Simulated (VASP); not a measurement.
The system is SrBe2.

```
CELL_PARAMETERS angstrom
-3.07509 3.07509 2.55971
3.07509 -3.07509 2.55971
3.07509 3.07509 -2.55971
ATOMIC_POSITIONS crystal
Sr 0.25000 0.25000 0.00000
Sr 0.75000 0.75000 0.00000
Be 0.66700 0.16700 0.83400
Be 0.16700 0.33300 0.50000
Be 0.33300 0.83300 0.16600
Be 0.83300 0.66700 0.50000
```

- Program: VASP 6.6.1
- Task: relaxation of cell and atoms
- Functional: PBE
- Potentials or basis: VASP PAW PBE potentials, release 64 (Sr_sv, Be)
- Cutoff: 600 eV
- k mesh: 4 × 4 × 4
- Occupations: gaussian, width 0.1 eV
- Spin: no spin polarisation

At the start: pressure 20.3 GPa; volume 16.14 Å³/atom.

Task: Where does the relaxation end?

Result: Over 22 steps the energy falls by 1636.0 meV/atom and the volume is 17.74 Å³/atom (+9.9 %); space group I4/mcm (No. 140, to 0.1 Å) before and after.

Step by step:
```csv
step,energy change (eV),largest force (eV/Å),pressure (GPa),volume (Å³)
1,0.0000,1.4778,20.33,96.82
2,-2.7415,0.9039,5.02,128.37
3,-3.3261,0.6741,0.10,151.63
4,-3.3787,0.5955,-1.14,161.25
5,-3.9498,0.8035,-1.32,160.98
6,-5.5597,0.9226,-2.17,156.08
7,-4.9661,7.3664,3.23,131.56
8,-6.2123,0.7900,-2.49,152.23
9,-7.1636,0.8138,-2.66,143.09
10,-7.2014,2.7638,-1.66,137.59
11,-7.2637,1.5702,-2.25,140.62
12,-7.9851,2.2891,-3.07,133.90
13,-6.5539,5.3710,2.41,108.03
14,-8.1883,3.1807,-2.68,128.24
15,-8.7671,2.4941,-3.27,124.14
16,-9.2346,1.2347,-3.09,113.99
17,-9.5944,0.7857,-2.35,111.65
18,-9.7334,0.4901,-1.64,110.11
19,-9.8011,0.0560,0.15,106.97
20,-9.8113,0.0801,-0.38,107.80
21,-9.8133,0.0673,-0.28,107.46
22,-9.8161,0.0305,0.10,106.45
```

Final structure:
```
Sr Be
1.0
    -2.27673    2.27673    5.13392
     2.27673   -2.27673    5.13392
     2.27673    2.27673   -5.13392
Sr Be
2 4
Direct
  0.25000 0.25000 0.00000
  0.75000 0.75000 0.00000
  0.66001 0.16001 0.82002
  0.16001 0.33999 0.50000
  0.33999 0.83999 0.17998
  0.83999 0.66001 0.50000
```

Caveat: the k points lie up to 0.38 Å⁻¹ apart in the final cell, too coarse for converged energies and pressures of a metal; a cell axis changed by over 15 % at a fixed basis, so the end point is rough.
